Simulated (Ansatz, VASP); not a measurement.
## One calculation of MgO, two programs

The input POSCAR:

```
MgO
1.0
    2.0928267201      2.0928267201      0.0000000000
   -2.0928267201      2.0928267201      0.0000000000
    0.0000000000      0.0000000000      4.2884899423
Mg O
2 2
Direct
    0.0000000000      0.0000000000      0.0000000000
    0.5000000000      0.5000000000      0.5000000000
    0.5000000000      0.5000000000      0.0000000000
    0.0000000000      0.0000000000      0.5000000000
```

File INCAR.step1:

```
PREC     = Accurate       # precision mode
ENCUT    = 520            # plane-wave cutoff, eV
ISMEAR   = 0              # smearing method
SIGMA    = 0.02           # smearing width, eV
LREAL    = False          # projectors in reciprocal space
LASPH    = True           # aspherical terms in the spheres
NELM     = 60             # most SCF steps
NBANDS   = 16             # bands
GGA      = PE             # functional
ALGO     = Normal         # electronic algorithm
EDIFF    = 1E-4           # SCF threshold, eV
LWAVE    = True           # write WAVECAR
LCHARG   = False          # write CHGCAR
```

File INCAR.step2:

```
PREC     = Accurate       # precision mode
ENCUT    = 520            # plane-wave cutoff, eV
EDIFF    = 1E-7           # SCF threshold, eV
ISMEAR   = 0              # smearing method
SIGMA    = 0.02           # smearing width, eV
LREAL    = False          # projectors in reciprocal space
LASPH    = True           # aspherical terms in the spheres
NELM     = 60             # most SCF steps
ALGO     = Normal         # electronic algorithm
ISIF     = 2              # what is computed and relaxed
LWAVE    = False          # write WAVECAR
LCHARG   = False          # write CHGCAR
METAGGA  = R2SCAN         # meta-GGA
LMIXTAU  = True         
NBANDS   = 16             # bands
ISTART   = 1
```

The input KPOINTS:

```
regular mesh
0
Gamma
  8 8 6
```

Input for Ansatz:

```yaml
crystal:
  lattice:
    - [2.0928267201, 2.0928267201, 0.0]
    - [-2.0928267201, 2.0928267201, 0.0]
    - [0.0, 0.0, 4.2884899423]
  atoms:
    - { symbol: Mg, position: [0.0, 0.0, 0.0] }
    - { symbol: Mg, position: [0.5, 0.5, 0.5] }
    - { symbol: O, position: [0.5, 0.5, 0.0] }
    - { symbol: O, position: [0.0, 0.0, 0.5] }
basis:
  ecutwfc: 500
kpoints:
  mp_grid: { grid: [8, 8, 6] }
  band_path: { path: [VBM, CBM], npoints: 2 }
hamiltonian:
  xc: r2scan
scf:
  occupations: { method: gaussian, width: 0.02 }
output:
  forces: true
  stress: true
  eigenvalues: true
checkpoint:
  read: start.run
  write: ck
  compress: false
  write_wavefunctions: false
  write_every: 100000
```

Alike in both runs: task single point; functional r2SCAN; k mesh 8 × 8 × 6; occupations gaussian, width 0.02 eV; no spin polarisation.

|  | VASP | Ansatz |
| --- | --- | --- |
| version | VASP 6.6.1 | Ansatz 0.2.0 |
| potentials or method | VASP PAW PBE potentials, release 64 (Mg, O), cutoff 520 eV | scalar-relativistic, plane waves, PAW |
| valence electrons in the cell | 16 | 32 |

```tsv
	VASP	Ansatz	Ansatz less VASP
gap on the k mesh at the Fermi level (eV)	5.51	5.54	+0.026
least direct gap on the mesh (eV)	5.51	5.54	+0.026
pressure (GPa)	-2.7	-1.6	+1.14
traceless stress, the component that is largest in VASP (GPa)	-3.16	-3.15	+0.010
```

VASP's potentials were made for PBE, not for r2SCAN. The functional is the same, so the differences come from potentials, cutoffs and numerics. VASP's potentials hold 16 valence electrons a cell and Ansatz's 32, so a difference there can come from the potentials and not from the codes.
